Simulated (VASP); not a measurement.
A run of VASP 6.6.1 is set up as follows.

Contents of INCAR:

```
SYSTEM = MgO
ALGO = Normal
EDIFF = 1E-6
ENCUT = 520
GGA = PS
ISIF = 2
ISMEAR = 0
LASPH = .True.
LCHARG = .False.
LREAL = .False.
LWAVE = .False.
NBANDS = 16
NELM = 80
PREC = Accurate
SIGMA = 0.05
```

KPOINTS

```
k-points
0
Gamma
  9 9 6
  0 0 0
```

POSCAR

```
MgO
1.0
    3.4947663863      0.0000000000      0.0000000000
   -1.7473831932      3.0265564708      0.0000000000
    0.0000000000      0.0000000000      4.1947132299
Mg O
2 2
Direct
    0.6666666667      0.3333333333      0.7431818939
    0.3333333333      0.6666666667      0.2568181061
    0.6666666667      0.3333333333      0.2492848347
    0.3333333333      0.6666666667      0.7507151653
```

Potentials or basis: VASP PAW PBE potentials, release 64 (Mg, O).

Launch:

```bash
$ cat potpaw_PBE.64/Mg/POTCAR potpaw_PBE.64/O/POTCAR > POTCAR
$ mpirun -np 1 vasp_std > vasp.out
```

Problem. Estimate the band gap on the k mesh.

Solution. 3.27 eV, direct.

Problem. What does it give for the largest force?

Solution. 0.425 eV/Å.

Forces in eV/Å, atoms in the order of the input:
```
Mg   0.000  0.000  0.425
Mg   0.000  0.000 -0.425
O    0.000  0.000  0.030
O    0.000  0.000 -0.030
```

Caveat: the cell differs from its parent crystal (mode 4 frozen in at +0.000 Å and mode 7 at -0.029 Å (largest displacements)); the PAW data sets were made with another functional, which shifts forces and pressure a little.
